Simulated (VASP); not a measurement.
A run of VASP 6.6.1 is set up as follows.

The input POSCAR:

```
SrCl2
1.0
    0.0000000000      3.2087601711      3.2087601711
    3.2087601711      0.0000000000      3.2087601711
    3.2087601711      3.2087601711      0.0000000000
Sr Cl
1 2
Direct
    0.0000000000      0.0000000000      0.0000000000
    0.2500000000      0.2500000000      0.2500000000
    0.7500000000      0.7500000000      0.7500000000
```

The input INCAR.step1:

```
  ALGO = Normal
  EDIFF = 1E-4
  ENCUT = 600
  GGA = PE
  ISMEAR = 0
  LASPH = True
  LCHARG = False
  LREAL = False
  LWAVE = True
  NELM = 80
  PREC = Accurate
  SIGMA = 0.02
```

File INCAR.step2:

```
  ALGO = Normal
  EDIFF = 1E-6
  EDIFFG = -0.008
  ENCUT = 600
  IBRION = 2
  ISIF = 3
  ISMEAR = 0
  ISTART = 1
  LASPH = True
  LCHARG = False
  LMIXTAU = True
  LREAL = False
  LWAVE = False
  METAGGA = R2SCAN
  NELM = 80
  NSW = 70
  PREC = Accurate
  PSTRESS = 200.0
  SIGMA = 0.02
```

File KPOINTS:

```
k-points
0
Gamma
  6 6 6
```

Potentials or basis: VASP PAW PBE potentials, release 64 (Sr_sv, Cl).

The run is started by

```sh
$ cat potpaw_PBE.64/Sr_sv/POTCAR potpaw_PBE.64/Cl/POTCAR > POTCAR
$ cp INCAR.step1 INCAR
$ mpirun -np 1 vasp_std > vasp.out
$ cp INCAR.step2 INCAR
$ mpirun -np 1 vasp_std > vasp.out
```

Predict the space group after relaxing (to 0.05 Å).

Fm-3m (No. 225).

What does it give for the relaxed cell?

a = 4.505 Å, b = 4.505 Å, c = 4.505 Å, α = 60.00°, β = 60.00°, γ = 60.00°.

What does it give for the band gap on the k mesh?

5.68 eV, direct.

Final structure:
```
Sr Cl
1.0
     0.00000    3.18578    3.18578
     3.18578    0.00000    3.18578
     3.18578    3.18578    0.00000
Sr Cl
1 2
Cartesian
  0.0000 0.0000 0.0000
  1.5929 1.5929 1.5929
  4.7787 4.7787 4.7787
```

Caveat: the cell is relaxed towards a set pressure, so the enthalpy falls and the energy may rise; the PAW data sets were made with another functional, which shifts forces and pressure a little. r2SCAN opens gaps a little over a GGA but as a rule still falls short of measured ones.
